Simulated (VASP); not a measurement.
Here is a VASP 6.6.1 calculation.

The input INCAR:

```
PREC = Accurate ; ENCUT = 520
EDIFF = 1E-6 ; ISMEAR = -1
SIGMA = 0.1 ; LREAL = F
LASPH = T ; NELM = 150
ALGO = Normal ; ISIF = 2
LWAVE = F ; LCHARG = T
ISPIN = 2 ; MAGMOM = 3
LORBIT = 11 ; LMAXMIX = 4
GGA = PE ; LELF = T
LVHAR = T ; NBANDS = 14
```

Contents of KPOINTS:

```
regular mesh
0
Gamma
  15 15 15
```

The input POSCAR:

```
Co
1.0
    0.0000000000      1.8074000000      1.8074000000
    1.8074000000      0.0000000000      1.8074000000
    1.8074000000      1.8074000000      0.0000000000
Co
1
Direct
    0.0000000000      0.0000000000      0.0000000000
```

Potentials or basis: VASP PAW PBE potentials, release 64 (Co).

Launch:

```bash
$ cat potpaw_PBE.64/Co/POTCAR > POTCAR
$ mpirun -np 1 vasp_std > vasp.out
```

(1) What does it give for the pressure?

(2) What does it give for the net moment?

Results:

(1) -14.4 GPa.

(2) 1.69 μB per cell.
